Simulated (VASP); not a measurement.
# Ge (Fd-3m) in VASP: further runs, part 2 of 2

VASP 6.6.1.

**3. Relaxation of cell and atoms, PBEsol**

This run uses another cell than the first one, of 22.64 Å³/atom.

File INCAR:

```
PREC = Accurate
ENCUT = 600
EDIFF = 1E-6
ISMEAR = 0
SIGMA = 0.01
LREAL = False
LASPH = True
NELM = 60
ALGO = Normal
ISIF = 3
LWAVE = False
LCHARG = False
GGA = PS
IBRION = 2
NSW = 80
EDIFFG = -0.002
```

File KPOINTS:

```
regular mesh
0
Gamma
  12 12 12
```

File POSCAR:

```
Ge
1.0
    0.0000000000      2.8289100000      2.8289100000
    2.8289100000      0.0000000000      2.8289100000
    2.8289100000      2.8289100000      0.0000000000
Ge
2
Direct
    0.5000000000      0.5000000000      0.5000000000
    0.7500000000      0.7500000000      0.7500000000
```

Potentials or basis: VASP PAW PBE potentials, release 64 (Ge_d).

Command:

```sh
cat potpaw_PBE.64/Ge_d/POTCAR > POTCAR
mpirun -np 1 vasp_std > vasp.out
```

OUTCAR:

```text
PREC = Accurate
   ENCUT = 600
   EDIFF = 1E-6
   ISMEAR = 0
   LREAL = False
   LASPH = True
   NELM = 60
   ISIF = 3
   GGA = PS
   IBRION = 2
   NSW = 80
   EDIFFG = -0.002

 ion  position               nearest neighbor table
   1  0.500  0.500  0.500-   2 2.45   2 2.45   2 2.45   2 2.45
   2  0.750  0.750  0.750-   1 2.45   1 2.45   1 2.45   1 2.45

  LATTYP: Found a face centered cubic cell.
 ALAT       =     5.6578200000

  Lattice vectors:

 A1 = (   0.0000000000,   2.8289100000,   2.8289100000)
 A2 = (   2.8289100000,   0.0000000000,   2.8289100000)
 A3 = (   2.8289100000,   2.8289100000,   0.0000000000)

Analysis of symmetry for initial positions (statically):
=====================================================================
 Subroutine PRICEL returns:
 Original cell was already a primitive cell.

 Routine SETGRP: Setting up the symmetry group for a
 face centered cubic supercell.

 Subroutine GETGRP returns: Found 48 space group operations
 (whereof 24 operations were pure point group operations)
 out of a pool of 48 trial point group operations.

The static configuration has the point symmetry T_d .
 The point group associated with its full space group is O_h .

Analysis of symmetry for dynamics (positions and initial velocities):
=====================================================================
 Subroutine PRICEL returns:
 Original cell was already a primitive cell.

 Routine SETGRP: Setting up the symmetry group for a
 face centered cubic supercell.

 Subroutine GETGRP returns: Found 48 space group operations
 (whereof 24 operations were pure point group operations)
 out of a pool of 48 trial point group operations.

The dynamic configuration has the point symmetry T_d .
 The point group associated with its full space group is O_h .

 Subroutine INISYM returns: Found 48 space group operations
 (whereof 24 operations are pure point group operations),
 and found     1 'primitive' translations

----------------------------------------------------------------------------------------

                                     Primitive cell

  volume of cell :      45.2780

  direct lattice vectors                    reciprocal lattice vectors
     0.000000000  2.828910000  2.828910000    -0.176746521  0.176746521  0.176746521
     2.828910000  0.000000000  2.828910000     0.176746521 -0.176746521  0.176746521
     2.828910000  2.828910000  0.000000000     0.176746521  0.176746521 -0.176746521

  length of vectors
     4.000682889  4.000682889  4.000682889     0.306133954  0.306133954  0.306133954

  position of ions in fractional coordinates (direct lattice)
     0.500000000  0.500000000  0.500000000
     0.750000000  0.750000000  0.750000000

  ion indices of the primitive-cell ions
   primitive index   ion index
                 1           1
                 2           2

[... 31 lines left out ...]
  0.250000  0.000000  0.000000      8.000000
  0.333333  0.000000  0.000000      8.000000
  0.416667  0.000000  0.000000      8.000000
[... 16 lines left out ...]
  0.500000  0.166667  0.000000     24.000000
 -0.416667  0.166667  0.000000     24.000000
 [... further k-points ...]
   k-points           NKPTS =     72   k-points in BZ     NKDIM =     72   number of bands    NBANDS=     18
   number of dos      NEDOS =    301   number of ions     NIONS =      2
   total plane-waves  NPLWV =  32768
   dimension x,y,z NGX =    32 NGY =   32 NGZ =   32
   dimension x,y,z NGXF=    64 NGYF=   64 NGZF=   64
   ions per type =               2
   NGX,Y,Z   is equivalent  to a cutoff of  13.30, 13.30, 13.30 a.u.
   NGXF,Y,Z  is equivalent  to a cutoff of  26.59, 26.59, 26.59 a.u.
 SYSTEM =  unknown system
   PREC   = accura    normal or accurate (medium, high low for compatibility)
   ISTART =      0    job   : 0-new  1-cont  2-samecut
   ICHARG =      2    charge: 1-file 2-atom 10-const
   ISPIN  =      1    spin polarized calculation?
   LNONCOLLINEAR =      F non collinear calculations
   LSORBIT =      F    spin-orbit coupling
   LASPH  =      T    aspherical Exc in radial PAW
   ENCUT  =  600.0 eV  44.10 Ry    6.64 a.u.   7.99  7.99  7.99*2*pi/ulx,y,z
   NELM   =     60;   NELMIN=  2; NELMDL= -5     # of ELM steps
   EDIFF  = 0.1E-05   stopping-criterion for ELM
   LREAL  =      F    real-space projection
   EDIFFG = -.2E-02   stopping-criterion for IOM
   NSW    =     80    number of steps for IOM
   IBRION =      2    ionic relax: 0-MD 1-quasi-New 2-CG
   NFREE  =      1    steps in history (QN), initial steepest desc. (CG)
   ISIF   =      3    stress and relaxation
   ISYM   =      2    0-nonsym 1-usesym 2-fastsym
   POTIM  = 0.5000    time-step for ionic-motion
   TEBEG  =    0.0;   TEEND  =   0.0 temperature during run
   PSTRESS=    0.0 pullay stress
   NELECT =      28.0000    total number of electrons
   NUPDOWN=      -1.0000    fix difference up-down
   EMIN   =  10.00;   EMAX   =-10.00  energy-range for DOS
   EFERMI =   0.00;   METHOD = LEGACY
   ISMEAR =     0;   SIGMA  =   0.01  broadening in eV -4-tet -1-fermi 0-gaus
   EFERMI_NEDOS =   21; number of points for ismear=-14 and -15
   IALGO  =     38    algorithm
   IMIX   =      4    mixing-type and parameters
     AMIX     =   0.40;   BMIX     =  1.00
     AMIX_MAG =   1.60;   BMIX_MAG =  1.00
  volume/ion in A,a.u.               =      22.64       152.78
  Fermi-wavevector in a.u.,A,eV,Ry     =   1.394756  2.635708 26.468033  1.945346
  Thomas-Fermi vector in A             =   2.518275
   LORBIT       =      0    0 simple, 1 ext, 2 COOP (PROOUT), +10 PAW based schemes
   GGA     = PS    functional components
   LHFCALC =     F    Hartree Fock is set to
   AEXX    =    0.0000 exact exchange contribution
   IVDW    =     0    specifies the selected vdW correction
   LEPSILON=     F    determine dielectric tensor
   LRPA    =     F    only Hartree local field effects (RPA)
 conjugate gradient relaxation of ions
 non-spin polarized calculation
 Gauss-broadening in eV      SIGMA  =   0.01
  energy-cutoff  :      600.00
  volume of cell :       45.28
 maximum number of plane-waves:      1540
   NGX = 15   NGY = 15   NGZ = 15

--------------------------------------- Ionic step        1  -------------------------------------------

 number of electron      28.0000013 magnetization

 Free energy of the ion-electron system (eV)
  ---------------------------------------------------
  ext. energy  EPLUGINS =         0.00000000
  ---------------------------------------------------
  free energy    TOTEN  =        -9.87305174 eV

  energy without entropy =       -9.87304192  energy(sigma->0) =       -9.87304683

------------------------ aborting loop because EDIFF is reached ----------------------------------------

  FORCE on cell =-STRESS in cart. coord.  units (eV):
  Direction    XX          YY          ZZ          XY          YZ          ZX
  --------------------------------------------------------------------------------------
  -------------------------------------------------------------------------------------
  Total        0.1640588      0.1640588      0.1640588     -0.0000000      0.0000000      0.0000000
  in kB        5.8052738      5.8052738      5.8052738     -0.0000000      0.0000000      0.0000000
  external PRESSURE =       5.8052738 kB  Pullay stress =       0.0000000 kB
[... 131 lines left out ...]
--------------------------------------- Ionic step        5  -------------------------------------------

 number of electron      28.0000020 magnetization

 Free energy of the ion-electron system (eV)
  ---------------------------------------------------
  ext. energy  EPLUGINS =         0.00000000
  ---------------------------------------------------
  free energy    TOTEN  =        -9.87378483 eV

  energy without entropy =       -9.87377590  energy(sigma->0) =       -9.87378037

 E-fermi :   4.7686     XC(G=0): -10.0817

 val. band max:        4.7655825378   @ k =   0.0000   0.0000   0.0000
 cond. band min:       4.8582927223   @ k =   0.5000   0.0000   0.0000
 fundamental gap:      0.0927101845
 Fermi energy:         4.7686264575

 k-point     1 :       0.0000    0.0000    0.0000
  band No.  band energies     occupation
      1     -19.9839      2.00000
      2     -19.9839      2.00000
      3     -19.9839      2.00000
      4     -19.9481      2.00000
      5     -19.9481      2.00000
      6     -19.7413      2.00000
[... 481 lines left out ...]
      5     -19.8876      2.00000
      6     -19.7979      2.00000
[... 10 lines left out ...]
     17       9.4424      0.00000
     18      12.2178      0.00000

 [... further k-points ...]

------------------------ aborting loop because EDIFF is reached ----------------------------------------

  FORCE on cell =-STRESS in cart. coord.  units (eV):
  Direction    XX          YY          ZZ          XY          YZ          ZX
  --------------------------------------------------------------------------------------
  -------------------------------------------------------------------------------------
  Total       -0.0022402     -0.0022402     -0.0022402      0.0000000      0.0000000      0.0000000
  in kB       -0.0784915     -0.0784915     -0.0784915      0.0000000      0.0000000      0.0000000
  external PRESSURE =      -0.0784915 kB  Pullay stress =       0.0000000 kB
[... 17 lines left out ...]
  FREE ENERGIE OF THE ION-ELECTRON SYSTEM (eV)
  ---------------------------------------------------
  free  energy   TOTEN  =        -9.8737848318 eV

  energy  without entropy=       -9.8737759046  energy(sigma->0) =       -9.87378037

 reached required accuracy - stopping structural energy minimisation
```

OSZICAR:

```text
N       E                     dE             d eps       ncg     rms          rms(c)
DAV:   1     0.173296398436E+03    0.17330E+03   -0.16702E+04  2658   0.457E+03
DAV:   2     0.126804498190E+02   -0.16062E+03   -0.15808E+03  2592   0.567E+02
DAV:   3    -0.931235881332E+01   -0.21993E+02   -0.21786E+02  2888   0.155E+02
[... 34 lines left out ...]
DAV:   1    -0.987407074093E+01   -0.31580E-03   -0.40646E-03  3432   0.135E+00    0.996E-02
DAV:   2    -0.987385516224E+01    0.21558E-03   -0.30590E-04  3374   0.377E-01    0.494E-02
DAV:   3    -0.987378856438E+01    0.66598E-04   -0.11454E-04  3414   0.202E-01    0.117E-02
DAV:   4    -0.987378503076E+01    0.35336E-05   -0.13204E-05  3278   0.781E-02    0.248E-03
DAV:   5    -0.987378483183E+01    0.19893E-06   -0.88116E-07  1296   0.199E-02
   5 F= -.98737848E+01 E0= -.98737804E+01  d E =-.733094E-03
```

Wall time 55 s (1 thread of Intel Xeon 6975P-C (Granite Rapids), shared host); peak memory 0.21 GiB.

What came out:

| Property | Result |
| --- | --- |
| Free energy | -9.8738 eV |
| Relaxed volume | 22.86 Å³/atom |
| Relaxed cell | a = 4.014 Å, b = 4.014 Å, c = 4.014 Å, α = 60.00°, β = 60.00°, γ = 60.00° |
| Space group after relaxing (to 0.1 Å) | Fd-3m (No. 227) |
| Energy gained by relaxing | 0.4 meV/atom |
| Ionic steps | 5 |
| Pressure after relaxing | 0.0 GPa |
| Band gap on the k mesh | zero (filled and empty bands touch) |

The path:
| step | energy change (eV) | largest force (eV/Å) | pressure (GPa) | volume (Å³) |
| --- | --- | --- | --- | --- |
| 1 | 0.0000 | 0.0000 | 0.58 | 45.28 |
| 2 | -0.0007 | 0.0000 | -0.09 | 45.82 |
| 3 | -0.0007 | 0.0000 | 0.14 | 45.70 |
| 4 | -0.0007 | 0.0000 | -0.25 | 45.77 |
| 5 | -0.0007 | 0.0000 | -0.01 | 45.73 |

Final structure:
```xyz
2
Lattice="0.0000 2.8383 2.8383 2.8383 0.0000 2.8383 2.8383 2.8383 0.0000" Properties=species:S:1:pos:R:3 pbc="T T T"
Ge    2.8383    2.8383    2.8383
Ge    4.2574    4.2574    4.2574
```

Levels at points of the mesh, in eV from the Fermi level:
| k point | band 10 | band 11 | band 12 | band 13 | band 14 | band 15 | band 16 | band 17 | band 18 |
| --- | --- | --- | --- | --- | --- | --- | --- | --- | --- |
| (0.00, 0.00, 0.00) | -24.50 | -12.72 | -0.10 | 0.00 | 0.00 | 0.00 | 2.52 | 2.52 | 2.52 |
| (0.50, 0.00, 0.00) | -24.47 | -10.65 | -7.58 | -1.40 | -1.40 | 0.09 | 3.70 | 3.70 | 6.96 |
| (0.50, 0.50, 0.00) | -24.46 | -8.87 | -8.87 | -3.06 | -3.06 | 0.68 | 0.68 | 9.41 | 9.41 |

Caveat: semilocal functionals underestimate gaps, and a narrow one can read as zero; the PAW data sets were made with another functional, which shifts forces and pressure a little. Zero-point motion and thermal expansion aren't in these numbers.

The gap in the log of VASP goes by the Fermi energy; the results here count the filled bands.